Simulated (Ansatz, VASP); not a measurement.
Te in VASP and in Ansatz

POSCAR

```
Te
1.0
    4.6324895870      0.0000000000      0.0000000000
   -2.3162447935      4.0118536651      0.0000000000
    0.0000000000      0.0000000000      5.8869033494
Te
3
Direct
    0.2535874851      0.0000000000      0.3333333333
    1.0000000000      0.2535874851      0.6666666667
    0.7464125149      0.7464125149      0.0000000000
```

File INCAR.step1:

```
SYSTEM = Te
  ALGO = Normal
  EDIFF = 1E-4
  ENCUT = 520
  GGA = PE
  ISMEAR = -1
  LASPH = .True.
  LCHARG = .False.
  LREAL = .False.
  LWAVE = .True.
  NBANDS = 16
  NELM = 60
  PREC = Accurate
  SIGMA = 0.05
```

Contents of INCAR.step2:

```
SYSTEM = Te
  ALGO = Normal
  EDIFF = 1E-6
  ENCUT = 520
  ISIF = 2
  ISMEAR = -1
  ISTART = 1
  LASPH = .True.
  LCHARG = .False.
  LMIXTAU = .True.
  LREAL = .False.
  LWAVE = .False.
  METAGGA = R2SCAN
  NBANDS = 16
  NELM = 60
  PREC = Accurate
  SIGMA = 0.05
```

The input KPOINTS:

```
k-points
0
Gamma
  6 6 5
  0 0 0
```

Input for Ansatz:

```yaml
crystal:
  lattice:
    - [4.632489587, 0.0, 0.0]
    - [-2.3162447935, 4.0118536651, 0.0]
    - [0.0, 0.0, 5.8869033494]
  atoms:
    - { symbol: Te, position: [0.2535874851, 0.0, 0.3333333333] }
    - { symbol: Te, position: [1.0, 0.2535874851, 0.6666666667] }
    - { symbol: Te, position: [0.7464125149, 0.7464125149, 0.0] }
hamiltonian:
  xc: r2scan
  pseudopotentials:
    kind: paw
    azcp:
      Te: "pseudopotentials/Te.paw.azcp"
basis:
  ecutwfc: 500
  fft_grid_basis: typed
kpoints:
  mp_grid: { grid: [6, 6, 5], shift: [0, 0, 0] }
magnetization:
  spin_polarized: false
scf:
  occupations: { method: fermi_dirac, width: 0.05 }
  lower_state_search: "off"
output:
  stress: true
  write_density: true
  write_potential: true
  elf: true
  volumetric_format: npy
```

Alike in both runs: task single point; functional r2SCAN; k mesh 6 × 6 × 5; occupations fermi-dirac, width 0.05 eV; no spin polarisation.

|  | VASP | Ansatz |
| --- | --- | --- |
| version | VASP 6.6.1 | Ansatz 0.2.0 |
| potentials or method | VASP PAW PBE potentials, release 64 (Te), cutoff 520 eV | plane waves (500 eV) with PAW, scalar-relativistic |
| valence electrons in the cell | 18 | 48 |

|  | VASP | Ansatz | Ansatz less VASP |
| --- | --- | --- | --- |
| pressure (GPa) | 0.0 | 0.0 | -0.04 |
| traceless stress, the component that is largest in VASP (GPa) | 0.09 | 0.06 | -0.031 |

VASP's potentials were made for PBE, not for r2SCAN. VASP's potentials hold 18 valence electrons a cell and Ansatz's 48, so a difference there can come from the potentials and not from the codes.

Spin-orbit coupling is off throughout.
